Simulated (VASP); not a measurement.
# Ca (P6_3/mmc) in VASP: a series of runs

Runs on Ca. Level: r2SCAN. Tasks: single point.

Everything below comes from runs of VASP 6.6.1. Logs are shortened: lines on timing, memory, paths and dates and some standing lists are left out, and cuts for length are marked.

## (1) The cell of the first run

It takes space group P6_3/mmc (No. 194, hexagonal). Conventional cell: a = 4.035 Å, b = 4.035 Å, c = 6.345 Å, α = 90.00°, β = 90.00°, γ = 120.00°. Within 5.2 Å of Ca (site symmetry -6m2) lie 12 Ca at 3.94 to 4.03 Å.

## (2) Single point, r2SCAN

POSCAR

```
Ca
1.0
    4.0345268378      0.0000000000      0.0000000000
   -2.0172634189      3.4940027338      0.0000000000
    0.0000000000      0.0000000000      6.3449531218
Ca
2
Direct
    0.3333333333      0.6666666667      0.2500000000
    0.6666666667      0.3333333333      0.7500000000
```

INCAR.step1

```
  PREC = Accurate
  ENCUT = 520
  ISMEAR = 0
  SIGMA = 0.15
  LREAL = False
  LASPH = True
  NELM = 60
  NBANDS = 17
  GGA = PE
  ALGO = Normal
  EDIFF = 1E-4
  LWAVE = True
  LCHARG = False
```

INCAR.step2

```
  PREC = Accurate
  ENCUT = 520
  EDIFF = 1E-7
  ISMEAR = 0
  SIGMA = 0.15
  LREAL = False
  LASPH = True
  NELM = 60
  ALGO = Normal
  ISIF = 2
  LWAVE = False
  LCHARG = False
  METAGGA = R2SCAN
  LMIXTAU = True
  NBANDS = 17
  ISTART = 1
```

KPOINTS

```
Automatic mesh
0
Gamma
  18 18 8
```

Potentials or basis: VASP PAW PBE potentials, release 64 (Ca_sv).

Run with:

```bash
> cat potpaw_PBE.64/Ca_sv/POTCAR > POTCAR
> cp INCAR.step1 INCAR
> mpirun -np 1 vasp_std > vasp.out
> cp INCAR.step2 INCAR
> mpirun -np 1 vasp_std > vasp.out
```

OUTCAR:

```text
PREC = Accurate
   ENCUT = 520
   EDIFF = 1E-7
   ISMEAR = 0
   LREAL = False
   LASPH = True
   NELM = 60
   ISIF = 2
   METAGGA = R2SCAN
   ISTART = 1

 ion  position               nearest neighbor table
   1  0.333  0.667  0.250-
   2  0.667  0.333  0.750-

  LATTYP: Found a hexagonal cell.
 ALAT       =     4.0345268378
 C/A-ratio  =     1.5726635060

  Lattice vectors:

 A1 = (   4.0345268378,   0.0000000000,   0.0000000000)
 A2 = (  -2.0172634189,   3.4940027338,   0.0000000000)
 A3 = (   0.0000000000,   0.0000000000,   6.3449531218)

Analysis of symmetry for initial positions (statically):
=====================================================================
 Subroutine PRICEL returns:
 Original cell was already a primitive cell.

 Routine SETGRP: Setting up the symmetry group for a
 hexagonal supercell.

 Subroutine GETGRP returns: Found 24 space group operations
 (whereof 12 operations were pure point group operations)
 out of a pool of 24 trial point group operations.

The static configuration has the point symmetry D_3d.
 The point group associated with its full space group is D_6h.

Analysis of symmetry for dynamics (positions and initial velocities):
=====================================================================
 Subroutine PRICEL returns:
 Original cell was already a primitive cell.

 Routine SETGRP: Setting up the symmetry group for a
 hexagonal supercell.

 Subroutine GETGRP returns: Found 24 space group operations
 (whereof 12 operations were pure point group operations)
 out of a pool of 24 trial point group operations.

The dynamic configuration has the point symmetry D_3d.
 The point group associated with its full space group is D_6h.

 Subroutine INISYM returns: Found 24 space group operations
 (whereof 12 operations are pure point group operations),
 and found     1 'primitive' translations

----------------------------------------------------------------------------------------

                                     Primitive cell

  volume of cell :      89.4426

  direct lattice vectors                    reciprocal lattice vectors
     4.034526838  0.000000000  0.000000000     0.247860540  0.143102349  0.000000000
    -2.017263419  3.494002734  0.000000000     0.000000000  0.286204699  0.000000000
     0.000000000  0.000000000  6.344953122     0.000000000  0.000000000  0.157605577

  length of vectors
     4.034526838  4.034526838  6.344953122     0.286204699  0.286204699  0.157605577

  position of ions in fractional coordinates (direct lattice)
     0.333333333  0.666666667  0.250000000
     0.666666667  0.333333333  0.750000000

  ion indices of the primitive-cell ions
   primitive index   ion index
                 1           1
                 2           2

----------------------------------------------------------------------------------------

 KPOINTS: Automatic mesh

Automatic generation of k-mesh.
 Grid dimensions read from file:
 generate k-points for:   18   18    8

 Generating k-lattice:

  Cartesian coordinates                     Fractional coordinates (reciprocal lattice)
     0.013770030  0.007950131  0.000000000     0.055555556 -0.000000000  0.000000000
     0.000000000  0.015900261  0.000000000     0.000000000  0.055555556  0.000000000
     0.000000000  0.000000000  0.019700697     0.000000000  0.000000000  0.125000000

  Length of vectors
     0.015900261  0.015900261  0.019700697

  Shift w.r.t. Gamma in fractional coordinates (k-lattice)
     0.000000000  0.000000000  0.000000000

 Subroutine IBZKPT returns following result:
 ===========================================

 Found    185 irreducible k-points:

 Following reciprocal coordinates:
            Coordinates               Weight
  0.000000  0.000000  0.000000      1.000000
  0.055556  0.000000  0.000000      6.000000
  0.111111  0.000000  0.000000      6.000000
  0.166667  0.000000  0.000000      6.000000
  0.222222  0.000000  0.000000      6.000000
  0.277778  0.000000  0.000000      6.000000
[... 16 lines left out ...]
  0.333333  0.111111  0.000000     12.000000
  0.388889  0.111111  0.000000     12.000000
 [... further k-points ...]
   k-points           NKPTS =    185   k-points in BZ     NKDIM =    185   number of bands    NBANDS=     17
   number of dos      NEDOS =    301   number of ions     NIONS =      2
   total plane-waves  NPLWV =  43200
   dimension x,y,z NGX =    30 NGY =   30 NGZ =   48
   dimension x,y,z NGXF=    60 NGYF=   60 NGZF=   96
   ions per type =               2
   NGX,Y,Z   is equivalent  to a cutoff of  12.36, 12.36, 12.58 a.u.
   NGXF,Y,Z  is equivalent  to a cutoff of  24.72, 24.72, 25.15 a.u.
 SYSTEM =  unknown system
   PREC   = accura    normal or accurate (medium, high low for compatibility)
   ISTART =      1    job   : 0-new  1-cont  2-samecut
   ICHARG =      0    charge: 1-file 2-atom 10-const
   ISPIN  =      1    spin polarized calculation?
   LNONCOLLINEAR =      F non collinear calculations
   LSORBIT =      F    spin-orbit coupling
   LASPH  =      T    aspherical Exc in radial PAW
   ENCUT  =  520.0 eV  38.22 Ry    6.18 a.u.   7.50  7.50 11.80*2*pi/ulx,y,z
   NELM   =     60;   NELMIN=  2; NELMDL=  0     # of ELM steps
   EDIFF  = 0.1E-06   stopping-criterion for ELM
   LREAL  =      F    real-space projection
   EDIFFG = 0.1E-05   stopping-criterion for IOM
   NSW    =      0    number of steps for IOM
   IBRION =     -1    ionic relax: 0-MD 1-quasi-New 2-CG
   NFREE  =      0    steps in history (QN), initial steepest desc. (CG)
   ISIF   =      2    stress and relaxation
   ISYM   =      2    0-nonsym 1-usesym 2-fastsym
   POTIM  = 0.5000    time-step for ionic-motion
   TEBEG  =    0.0;   TEEND  =   0.0 temperature during run
   PSTRESS=    0.0 pullay stress
   NELECT =      20.0000    total number of electrons
   NUPDOWN=      -1.0000    fix difference up-down
   EMIN   =  10.00;   EMAX   =-10.00  energy-range for DOS
   EFERMI =   0.00;   METHOD = LEGACY
   ISMEAR =     0;   SIGMA  =   0.15  broadening in eV -4-tet -1-fermi 0-gaus
   EFERMI_NEDOS =   21; number of points for ismear=-14 and -15
   IALGO  =     38    algorithm
   IMIX   =      4    mixing-type and parameters
     AMIX     =   0.40;   BMIX     =  1.00
     AMIX_MAG =   1.60;   BMIX_MAG =  1.00
  volume/ion in A,a.u.               =      44.72       301.79
  Fermi-wavevector in a.u.,A,eV,Ry     =   0.993658  1.877741 13.433785  0.987355
  Thomas-Fermi vector in A             =   2.125555
   LORBIT       =      0    0 simple, 1 ext, 2 COOP (PROOUT), +10 PAW based schemes
   METAGGA = R2SCAN    functional components
   LHFCALC =     F    Hartree Fock is set to
   AEXX    =    0.0000 exact exchange contribution
   IVDW    =     0    specifies the selected vdW correction
   LEPSILON=     F    determine dielectric tensor
   LRPA    =     F    only Hartree local field effects (RPA)
 non-spin polarized calculation
 Gauss-broadening in eV      SIGMA  =   0.15
  energy-cutoff  :      520.00
  volume of cell :       89.44
 maximum number of plane-waves:      2446
 NGX is ok and might be reduce to    30
   NGX = 15   NGY = 15   NGZ = 23

 number of electron      20.0000002 magnetization

 Free energy of the ion-electron system (eV)
  ---------------------------------------------------
  ext. energy  EPLUGINS =         0.00000000
  ---------------------------------------------------
  free energy    TOTEN  =       -14.05001183 eV

  energy without entropy =      -14.02245705  energy(sigma->0) =      -14.03623444

 E-fermi :   1.8350     XC(G=0):  -8.0335

 val. band max:        1.8344811513   @ k =   0.2222   0.2222   0.1250
 cond. band min:       1.8394206608   @ k =   0.2778   0.0000   0.0000
 fundamental gap:      0.0049395094
 Fermi energy:         1.8349889880

 k-point     1 :       0.0000    0.0000    0.0000
  band No.  band energies     occupation
      1     -42.1352      2.00000
      2     -42.1222      2.00000
      3     -22.2960      2.00000
      4     -22.1911      2.00000
      5     -22.1910      2.00000
      6     -22.1707      2.00000
[... 9 lines left out ...]
     16       4.6965      0.00000
     17       4.9675      0.00000

 k-point     2 :       0.0556    0.0000    0.0000
  band No.  band energies     occupation
      1     -42.1349      2.00000
      2     -42.1221      2.00000
      3     -22.2948      2.00000
      4     -22.1933      2.00000
      5     -22.1918      2.00000
      6     -22.1732      2.00000
[... 9 lines left out ...]
     16       4.7287      0.00000
     17       4.9136      0.00000

 k-point     3 :       0.1111    0.0000    0.0000
  band No.  band energies     occupation
      1     -42.1341      2.00000
      2     -42.1218      2.00000
      3     -22.2912      2.00000
      4     -22.2001      2.00000
      5     -22.1941      2.00000
      6     -22.1803      2.00000
[... 9 lines left out ...]
     16       4.7653      0.00000
     17       4.8277      0.00000

 k-point     4 :       0.1667    0.0000    0.0000
  band No.  band energies     occupation
      1     -42.1329      2.00000
      2     -42.1214      2.00000
      3     -22.2855      2.00000
      4     -22.2106      2.00000
      5     -22.1976      2.00000
      6     -22.1911      2.00000
[... 9 lines left out ...]
     16       4.7078      0.00000
     17       4.8986      0.00000
[... 343 lines left out ...]
      1     -42.1273      2.00000
      2     -42.1203      2.00000
      3     -22.2574      2.00000
      4     -22.2490      2.00000
      5     -22.2340      2.00000
      6     -22.2112      2.00000
[... 9 lines left out ...]
     16       5.3476      0.00000
     17       5.5230      0.00000

 k-point    23 :       0.3333    0.1111    0.0000
  band No.  band energies     occupation
      1     -42.1258      2.00000
      2     -42.1202      2.00000
      3     -22.2590      2.00000
      4     -22.2486      2.00000
      5     -22.2407      2.00000
      6     -22.2165      2.00000
[... 9 lines left out ...]
     16       5.5562      0.00000
     17       5.7876      0.00000

 k-point    24 :       0.3889    0.1111    0.0000
  band No.  band energies     occupation
      1     -42.1246      2.00000
      2     -42.1203      2.00000
      3     -22.2657      2.00000
      4     -22.2451      2.00000
      5     -22.2414      2.00000
      6     -22.2199      2.00000
[... 9 lines left out ...]
     16       5.7833      0.00000
     17       5.9799      0.00000

 [... further k-points ...]

------------------------ aborting loop because EDIFF is reached ----------------------------------------

  FORCE on cell =-STRESS in cart. coord.  units (eV):
  Direction    XX          YY          ZZ          XY          YZ          ZX
  --------------------------------------------------------------------------------------
  -------------------------------------------------------------------------------------
  Total       -0.4590608     -0.4590608      0.2707202      0.0000000      0.0000000      0.0000000
  in kB       -8.2231185     -8.2231185      4.8493884      0.0000000      0.0000000      0.0000000
  external PRESSURE =      -3.8656162 kB  Pullay stress =       0.0000000 kB

 VOLUME and BASIS-vectors are now :
 -----------------------------------------------------------------------------
  energy-cutoff  :      520.00
  volume of cell :       89.44
      direct lattice vectors                 reciprocal lattice vectors
     4.034526838  0.000000000  0.000000000     0.247860540  0.143102349  0.000000000
    -2.017263419  3.494002734  0.000000000     0.000000000  0.286204699  0.000000000
     0.000000000  0.000000000  6.344953122     0.000000000  0.000000000  0.157605577

 POSITION                                       TOTAL-FORCE (eV/Angst)
 -----------------------------------------------------------------------------------
     -0.00000      2.32934      1.58624         0.000000     -0.000000      0.000000
      2.01726      1.16467      4.75871        -0.000000      0.000000     -0.000000
 -----------------------------------------------------------------------------------
    total drift:                               -0.000000      0.000000     -0.000000

  FREE ENERGIE OF THE ION-ELECTRON SYSTEM (eV)
  ---------------------------------------------------
  free  energy   TOTEN  =       -14.0500118268 eV

  energy  without entropy=      -14.0224570550  energy(sigma->0) =      -14.03623444
```

It took 24 min on 1 thread of Oxide Virtual Turin-like, shared host; peak memory 0.35 GiB.

What came out:

- Free energy: -14.0500 eV
- Pressure: -0.4 GPa
- Band gap on the k mesh: zero (band 10 reaches 2.10 eV, above the bottom of band 11 at 1.49 eV)

Caveat: the PAW data sets were made with another functional, which shifts forces and pressure a little.

(Continued in part 2 of 2.)
